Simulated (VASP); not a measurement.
Bi: single point with BLYP

Crystal: Bi.

```xyz
1
Lattice="3.3584 0.0000 0.0000 0.0000 3.3584 0.0000 0.0000 0.0000 3.3584" Properties=species:S:1:pos:R:3 pbc="T T T"
Bi    0.0000    0.0000    0.0000
```

```yaml
Program: VASP 6.6.1
Task: single point
Functional: BLYP
Potentials_or_basis: VASP PAW PBE potentials, release 64 (Bi_d)
Cutoff: 520 eV
k_mesh: 10 × 10 × 10
Occupations: fermi-dirac, width 0.1 eV
Spin: no spin polarisation
```

- Pressure: 0.1 GPa

Levels at points of the mesh, in eV from the Fermi level:
```tsv
k point	band 5	band 6	band 7	band 8	band 9	band 10
(0.00, 0.00, 0.00)	-22.46	-12.51	2.87	2.87	2.87	6.31
(0.50, 0.00, 0.00)	-22.46	-10.97	-4.27	4.42	4.42	9.49
(0.50, 0.50, 0.00)	-22.37	-9.45	-2.69	-2.69	3.36	5.99
(0.50, 0.50, 0.50)	-22.37	-7.91	-1.21	-1.21	-1.21	5.67
```

Run time: 38 s on 1 thread of Intel Xeon 8259CL, on a shared host, peak memory 0.17 GiB.

Caveat: the PAW data sets were made with another functional, which shifts forces and pressure a little; spin-orbit coupling is left out, which moves the levels of the heavy elements.
